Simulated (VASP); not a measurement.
# BaTiO3 in VASP: further runs, part 2 of 2

VASP 6.6.1. Earlier steps stand in the parts before.

### Step 4. Single point, PBE+U

Input file INCAR:

```
SYSTEM = BaTiO3
PREC = Accurate
ENCUT = 1340
EDIFF = 1E-6
ISMEAR = 0
SIGMA = 0.05
LREAL = .False.
LASPH = .True.
NELM = 200
ALGO = Normal
ISIF = 2
LWAVE = .False.
LCHARG = .False.
LMAXMIX = 4
LDAU = .True.
LDAUTYPE = 2
LDAUL = -1 2 -1
LDAUU = 0 4 0
LDAUJ = 0 0 0
LDAUPRINT = 1
GGA = PE
NBANDS = 28
GGA_COMPAT = .False.
```

Input file KPOINTS:

```
regular mesh
0
Gamma
  8 8 8
  0 0 0
```

Input file POSCAR:

```
BaTiO3
1.0
    4.0622910132      0.0000000000      0.0000000000
    0.0000000000      4.0622910132      0.0000000000
    0.0000000000      0.0000000000      4.0622910132
Ba Ti O
1 1 3
Direct
    0.5000000000      0.5000000000      0.5000000000
    0.0000000000      0.0000000000      0.0000000000
    0.5000000000      0.0000000000      0.0000000000
    0.0000000000      0.5000000000      0.0000000000
    0.0000000000      0.0000000000      0.5000000000
```

Potentials or basis: VASP PAW PBE potentials, release 64 (Ba_sv, Ti_sv, O_h).

On the command line:

```
$ cat potpaw_PBE.64/Ba_sv/POTCAR potpaw_PBE.64/Ti_sv/POTCAR potpaw_PBE.64/O_h/POTCAR > POTCAR
$ mpirun -np 1 vasp_std > vasp.out
```

OUTCAR:

```text
SYSTEM = BaTiO3
   PREC = Accurate
   ENCUT = 1340
   EDIFF = 1E-6
   ISMEAR = 0
   LREAL = .False.
   LASPH = .True.
   NELM = 200
   ISIF = 2
   GGA = PE

 ion  position               nearest neighbor table
   1  0.500  0.500  0.500-   3 2.87   4 2.87   5 2.87   3 2.87   4 2.87   3 2.87   5 2.87   3 2.87
                             4 2.87   5 2.87   4 2.87   5 2.87   2 3.52   2 3.52   2 3.52   2 3.52
   2  0.000  0.000  0.000-   3 2.03   4 2.03   5 2.03   5 2.03   4 2.03   3 2.03   1 3.52   1 3.52
                             1 3.52   1 3.52   1 3.52   1 3.52   1 3.52   1 3.52
   3  0.500  0.000  0.000-   2 2.03   2 2.03   1 2.87   1 2.87   1 2.87   1 2.87
   4  0.000  0.500  0.000-   2 2.03   2 2.03   1 2.87   1 2.87   1 2.87   1 2.87
   5  0.000  0.000  0.500-   2 2.03   2 2.03   1 2.87   1 2.87   1 2.87   1 2.87

  LATTYP: Found a simple cubic cell.
 ALAT       =     4.0622910132

  Lattice vectors:

 A1 = (   4.0622910132,   0.0000000000,   0.0000000000)
 A2 = (   0.0000000000,   4.0622910132,   0.0000000000)
 A3 = (   0.0000000000,   0.0000000000,   4.0622910132)

Analysis of symmetry for initial positions (statically):
=====================================================================
 Subroutine PRICEL returns:
 Original cell was already a primitive cell.

 Routine SETGRP: Setting up the symmetry group for a
 simple cubic supercell.

 Subroutine GETGRP returns: Found 48 space group operations
 (whereof 48 operations were pure point group operations)
 out of a pool of 48 trial point group operations.

The static configuration has the point symmetry O_h .

Analysis of symmetry for dynamics (positions and initial velocities):
=====================================================================
 Subroutine PRICEL returns:
 Original cell was already a primitive cell.

 Routine SETGRP: Setting up the symmetry group for a
 simple cubic supercell.

 Subroutine GETGRP returns: Found 48 space group operations
 (whereof 48 operations were pure point group operations)
 out of a pool of 48 trial point group operations.

The dynamic configuration has the point symmetry O_h .

 Subroutine INISYM returns: Found 48 space group operations
 (whereof 48 operations are pure point group operations),
 and found     1 'primitive' translations

----------------------------------------------------------------------------------------

                                     Primitive cell

  volume of cell :      67.0368

  direct lattice vectors                    reciprocal lattice vectors
     4.062291013  0.000000000  0.000000000     0.246166510  0.000000000  0.000000000
     0.000000000  4.062291013  0.000000000     0.000000000  0.246166510  0.000000000
     0.000000000  0.000000000  4.062291013     0.000000000  0.000000000  0.246166510

  length of vectors
     4.062291013  4.062291013  4.062291013     0.246166510  0.246166510  0.246166510

  position of ions in fractional coordinates (direct lattice)
     0.500000000  0.500000000  0.500000000
[... 99 lines left out ...]
   ISMEAR =     0;   SIGMA  =   0.05  broadening in eV -4-tet -1-fermi 0-gaus
   EFERMI_NEDOS =   21; number of points for ismear=-14 and -15
   IALGO  =     38    algorithm
   IMIX   =      4    mixing-type and parameters
     AMIX     =   0.40;   BMIX     =  1.00
     AMIX_MAG =   1.60;   BMIX_MAG =  1.00
  volume/ion in A,a.u.               =      13.41        90.48
  Fermi-wavevector in a.u.,A,eV,Ry     =   1.378237  2.604490 25.844760  1.899536
  Thomas-Fermi vector in A             =   2.503317
   LORBIT       =      0    0 simple, 1 ext, 2 COOP (PROOUT), +10 PAW based schemes
 LDA+U is selected, type is set to LDAUTYPE =  2
   angular momentum for each species LDAUL =    -1    2   -1
   U (eV)           for each species LDAUU =   0.0  4.0  0.0
   J (eV)           for each species LDAUJ =   0.0  0.0  0.0
   GGA     = PE    functional components
   LHFCALC =     F    Hartree Fock is set to
   AEXX    =    0.0000 exact exchange contribution
   IVDW    =     0    specifies the selected vdW correction
   LEPSILON=     F    determine dielectric tensor
   LRPA    =     F    only Hartree local field effects (RPA)
 non-spin polarized calculation
 Gauss-broadening in eV      SIGMA  =   0.05
  energy-cutoff  :     1340.00
  volume of cell :       67.04
 maximum number of plane-waves:      7568
   NGX = 25   NGY = 25   NGZ = 25

atom =   2  type =  2  l = 2

 onsite density matrix

spin component  1

  0.1018 -0.0000  0.0000  0.0000 -0.0000
 -0.0000  0.1018  0.0000  0.0000  0.0000
  0.0000  0.0000  0.2291  0.0000 -0.0000
  0.0000  0.0000  0.0000  0.1018 -0.0000
 -0.0000  0.0000 -0.0000 -0.0000  0.2291

spin component  2

  0.1018 -0.0000  0.0000  0.0000 -0.0000
 -0.0000  0.1018  0.0000  0.0000  0.0000
  0.0000  0.0000  0.2291  0.0000 -0.0000
  0.0000  0.0000  0.0000  0.1018 -0.0000
 -0.0000  0.0000 -0.0000 -0.0000  0.2291

 occupancies and eigenvectors

  o =  0.1018  v =  0.0000 -0.9998 -0.0000  0.0184 -0.0000  0.0000  0.0000  0.0000  0.0000  0.0000      0.0000  0.0000  0.0000  0.0000  0.0000  0.0000  0.0000  0.0000  0.0000  0.0000
  o =  0.1018  v =  0.0000  0.0000  0.0000  0.0000  0.0000  0.0000 -0.9998 -0.0000  0.0184 -0.0000      0.0000  0.0000  0.0000  0.0000  0.0000  0.0000  0.0000  0.0000  0.0000  0.0000
  o =  0.1018  v =  0.0000  0.0184 -0.0000  0.9998  0.0000  0.0000  0.0000  0.0000  0.0000  0.0000      0.0000  0.0000  0.0000  0.0000  0.0000  0.0000  0.0000  0.0000  0.0000  0.0000
  o =  0.1018  v =  0.0000  0.0000  0.0000  0.0000  0.0000  0.0000  0.0184 -0.0000  0.9998  0.0000      0.0000  0.0000  0.0000  0.0000  0.0000  0.0000  0.0000  0.0000  0.0000  0.0000
  o =  0.1018  v =  0.0000  0.0000  0.0000  0.0000  0.0000  1.0000  0.0000  0.0000  0.0000  0.0000      0.0000  0.0000  0.0000  0.0000  0.0000  0.0000  0.0000  0.0000  0.0000  0.0000
  o =  0.1018  v =  1.0000  0.0000  0.0000  0.0000  0.0000  0.0000  0.0000  0.0000  0.0000  0.0000      0.0000  0.0000  0.0000  0.0000  0.0000  0.0000  0.0000  0.0000  0.0000  0.0000
  o =  0.2291  v =  0.0000 -0.0000 -0.0150 -0.0000  0.9999  0.0000  0.0000  0.0000  0.0000  0.0000      0.0000  0.0000  0.0000  0.0000  0.0000  0.0000  0.0000  0.0000  0.0000  0.0000
  o =  0.2291  v =  0.0000  0.0000  0.0000  0.0000  0.0000  0.0000 -0.0000 -0.0150 -0.0000  0.9999      0.0000  0.0000  0.0000  0.0000  0.0000  0.0000  0.0000  0.0000  0.0000  0.0000
  o =  0.2291  v =  0.0000  0.0000  0.0000  0.0000  0.0000  0.0000  0.0000  0.9999  0.0000  0.0150      0.0000  0.0000  0.0000  0.0000  0.0000  0.0000  0.0000  0.0000  0.0000  0.0000
  o =  0.2291  v =  0.0000  0.0000  0.9999  0.0000  0.0150  0.0000  0.0000  0.0000  0.0000  0.0000      0.0000  0.0000  0.0000  0.0000  0.0000  0.0000  0.0000  0.0000  0.0000  0.0000

 number of electron      39.9999997 magnetization

 Free energy of the ion-electron system (eV)
  ---------------------------------------------------
  ext. energy  EPLUGINS =         0.00000000
  ---------------------------------------------------
  free energy    TOTEN  =       -37.37679923 eV

  energy without entropy =      -37.37679923  energy(sigma->0) =      -37.37679923

 E-fermi :   4.2957     XC(G=0): -11.0389

 val. band max:        3.9752433810   @ k =   0.5000   0.5000   0.5000
 cond. band min:       6.0903461434   @ k =   0.0000   0.0000   0.0000
 fundamental gap:      2.1151027624
 Fermi energy:         4.2957342745

 k-point     1 :       0.0000    0.0000    0.0000
  band No.  band energies     occupation
      1     -53.9715      2.00000
      2     -30.1095      2.00000
      3     -30.1095      2.00000
      4     -30.1095      2.00000
      5     -20.9473      2.00000
      6     -12.8665      2.00000
[... 733 lines left out ...]
     27      11.9354      0.00000
     28      12.6669      0.00000

 [... further k-points ...]
[... 5 lines left out ...]
  --------------------------------------------------------------------------------------
  -------------------------------------------------------------------------------------
  Total       -0.3244823     -0.3244823     -0.3244823      0.0000000     -0.0000000      0.0000000
  in kB       -7.7551205     -7.7551205     -7.7551205      0.0000000     -0.0000000      0.0000000
  external PRESSURE =      -7.7551205 kB  Pullay stress =       0.0000000 kB

 VOLUME and BASIS-vectors are now :
 -----------------------------------------------------------------------------
  energy-cutoff  :     1340.00
  volume of cell :       67.04
      direct lattice vectors                 reciprocal lattice vectors
     4.062291013  0.000000000  0.000000000     0.246166510  0.000000000  0.000000000
     0.000000000  4.062291013  0.000000000     0.000000000  0.246166510  0.000000000
     0.000000000  0.000000000  4.062291013     0.000000000  0.000000000  0.246166510

 POSITION                                       TOTAL-FORCE (eV/Angst)
 -----------------------------------------------------------------------------------
      2.03115      2.03115      2.03115         0.000000      0.000000      0.000000
      0.00000      0.00000      0.00000         0.000000      0.000000      0.000000
      2.03115      0.00000      0.00000         0.000000      0.000000      0.000000
      0.00000      2.03115      0.00000         0.000000      0.000000      0.000000
      0.00000      0.00000      2.03115         0.000000      0.000000      0.000000
 -----------------------------------------------------------------------------------
    total drift:                                0.000000      0.000000      0.000000

  FREE ENERGIE OF THE ION-ELECTRON SYSTEM (eV)
  ---------------------------------------------------
  free  energy   TOTEN  =       -37.3767992278 eV

  energy  without entropy=      -37.3767992278  energy(sigma->0) =      -37.37679923
```

It took 3.7 min on 1 thread of Intel Xeon Platinum 8124M at 3.00GHz (Skylake/Cascade Lake), shared host; peak memory 0.51 GiB.

What came out:

* Free energy: -37.3768 eV
* Pressure: -0.8 GPa
* Band gap on the k mesh: 2.12 eV (least direct gap 2.34 eV)

Levels at points of the mesh, in eV from the valence-band top:
```tsv
k point	band 16	band 17	band 18	band 19	band 20	band 21	band 22	band 23	band 24	band 25
(0.00, 0.00, 0.00)	-1.04	-1.04	-0.22	-0.22	-0.22	2.12	2.12	2.12	3.65	3.65
(0.50, 0.00, 0.00)	-1.81	-1.69	-1.69	-0.78	-0.78	2.28	3.65	3.69	3.69	5.47
(0.50, 0.50, 0.00)	-2.47	-1.88	-0.91	-0.91	-0.08	3.70	3.70	4.11	4.39	7.18
(0.50, 0.50, 0.50)	-2.33	-2.33	0.00	0.00	0.00	4.32	4.32	4.32	6.46	6.46
```

Eigenvalues of the final occupation matrices:
```
    site  spin  trace               eigenvalues
site 2 d     1   0.76  0.10 0.10 0.10 0.23 0.23
site 2 d     2   0.76  0.10 0.10 0.10 0.23 0.23
```

Caveat: spin-orbit coupling is left out, which moves the levels of the heavy elements.

### Step 5. Overview

| potentials or basis | cell | cutoff (eV) | gap on the mesh (eV) | pressure (GPa) |
| --- | --- | --- | --- | --- |
| VASP PAW PBE potentials, release 64 (Ba_sv, Ti_sv, O) | a = 4.062 Å, 5 atoms, atomic positions A | 520 | 2.19 | 1.4 |
| VASP PAW PBE potentials, release 64 (Ba_sv, Ti_sv, O_h) | a = 4.096 Å, 5 atoms, atomic positions B | 1340 | 2.06 | -4.4 |
| VASP PAW PBE potentials, release 64 (Ba_sv, Ti_sv, O_h) | a = 4.062 Å, 5 atoms, atomic positions B | 1340 | 2.12 | -0.8 |

Alike in all rows: task single point; level PBE+U; no spin polarisation; Ti d U = 4.0 eV; k mesh 8 × 8 × 8; smearing gaussian 0.05 eV.

Caveats: spin-orbit coupling is left out, which moves the levels of the heavy elements; the cell stands under tension (at least some runs).

Absolute energies hang on the potentials; compare differences alone.
